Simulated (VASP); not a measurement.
Here is a VASP 6.6.1 calculation.

POSCAR

```
GaN
1.0
    0.0000000000      2.2383759866      2.2383759866
    2.2383759866      0.0000000000      2.2383759866
    2.2383759866      2.2383759866      0.0000000000
Ga N
1 1
Direct
    0.0000000000      0.0000000000      0.0000000000
    0.2500000000      0.2500000000      0.2500000000
```

File INCAR.step1:

```
SYSTEM = GaN
PREC = Accurate
ENCUT = 1460
ISMEAR = -1
SIGMA = 0.05
LREAL = .FALSE.
LASPH = .TRUE.
NELM = 120
NBANDS = 16
GGA = PE
ALGO = Normal
EDIFF = 1E-5
LWAVE = .TRUE.
LCHARG = .FALSE.
GGA_COMPAT = .FALSE.
```

Contents of INCAR.step2:

```
SYSTEM = GaN
PREC = Accurate
ENCUT = 1460
EDIFF = 1E-6
ISMEAR = -1
SIGMA = 0.05
LREAL = .FALSE.
LASPH = .TRUE.
NELM = 120
ALGO = Normal
ISIF = 2
LWAVE = .FALSE.
LCHARG = .TRUE.
METAGGA = R2SCAN
LMIXTAU = .TRUE.
IVDW = 13
VDW_S6 = 1.0
VDW_S8 = 0.6018749
VDW_A1 = 0.51559235
VDW_A2 = 5.77342911
LELF = .TRUE.
LVHAR = .TRUE.
NBANDS = 16
ISTART = 1
GGA_COMPAT = .FALSE.
```

Contents of KPOINTS:

```
Automatic mesh
0
G
  10 10 10
  0 0 0
```

Potentials or basis: VASP PAW PBE potentials, release 64 (Ga_d, N_h).

Launch:

```sh
$ cat potpaw_PBE.64/Ga_d/POTCAR potpaw_PBE.64/N_h/POTCAR > POTCAR
$ cp INCAR.step1 INCAR
$ mpirun -np 1 vasp_std > vasp.out
$ cp INCAR.step2 INCAR
$ mpirun -np 1 vasp_std > vasp.out
```

(1) What does it give for the dispersion energy per atom?

(2) Predict the band gap on the k mesh.

(3) Estimate the pressure.

Answers

(1) -0.148 eV.

(2) 2.25 eV.

(3) 2.0 GPa.

Caveat: the PAW data sets were made with another functional, which shifts forces and pressure a little.
